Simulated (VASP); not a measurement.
Runs of VASP 6.6.1 on ZnSe. It takes space group F-43m (No. 216, cubic). The conventional cell has a = 5.668 Å, b = 5.668 Å, c = 5.668 Å, α = 90.00°, β = 90.00°, γ = 90.00°. Within 3.2 Å of Zn (site symmetry -43m) lie 4 Se at 2.45 Å. Within 3.2 Å of Se (site symmetry -43m) lie 4 Zn at 2.45 Å. 

```tsv
level	cutoff (eV)	gap on the mesh (eV)	pressure (GPa)	relaxed volume (Å³/atom)
revPBE+D3(BJ)	500	2.14	0.0	(a)
PBEsol	500	1.93	0.0	22.44
r2SCAN+D4	550	2.53	0.0	(c)
PBE+D4	500	1.97	0.0	(b)
```

Alike in all rows: task relaxation of cell and atoms; potentials or basis VASP PAW PBE potentials, release 64 (Zn, Se); no spin polarisation; cell relaxed; k mesh 6 × 6 × 6, shifted; smearing fermi-dirac 0.01 eV.

Task: Fill in the values left out.

Result: (a) 22.36; (b) 22.74; (c) 22.51.

Caveats: a shifted mesh leaves out Γ, where band edges can lie; the PAW data sets were made with another functional, which shifts forces and pressure a little (at least some runs).

A k mesh can miss the band edges, and the runs leave out spin-orbit coupling on Se.
